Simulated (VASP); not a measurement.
Li2Se, 3 atoms in the cell. The structure is cubic, space group Fm-3m (No. 225). The conventional cell has a = 5.945 Å, b = 5.945 Å, c = 5.945 Å, α = 90.00°, β = 90.00°, γ = 90.00°. Li (site symmetry -43m) has 4 Se at 2.57 Å and 6 Li at 2.97 Å within 3.4 Å. Within 3.4 Å of Se (site symmetry m-3m) lie 8 Li at 2.57 Å. 

```yaml
Program: VASP 6.6.1
Task: relaxation of cell and atoms
Functional: PBEsol
Potentials_or_basis: VASP PAW PBE potentials, release 64 (Li_sv, Se)
Cutoff: 750 eV
k_mesh: 8 × 8 × 8
Occupations: gaussian, width 0.01 eV
Spin: no spin polarisation
Target_pressure: 4 GPa
Dipole_correction: no
Further_INCAR_settings: ALGO = Normal; EDIFF = 1e-07; IBRION = 2; EDIFFG = -0.002; NSW = 100; ISIF = 3
```

Potentials or basis: VASP PAW PBE potentials, release 64 (Li_sv, Se).

Launch:

```bash
$ cat potpaw_PBE.64/Li_sv/POTCAR potpaw_PBE.64/Se/POTCAR > POTCAR
$ mpirun -np 1 vasp_std > vasp.out
```

Hardware: 1 thread of Intel(R) Xeon(R) Platinum 8259CL CPU @ 2.50GHz (Skylake/Cascade Lake), with other jobs on the host.

**Question.** How long does it take, and how much memory?

**Answer.** Wall time 91 s on 1 thread of Intel(R) Xeon(R) Platinum 8259CL CPU @ 2.50GHz (Skylake/Cascade Lake), with other jobs on the host, peak memory 0.26 GiB. Counts: scf iterations 41, k points 29, ion steps 5.
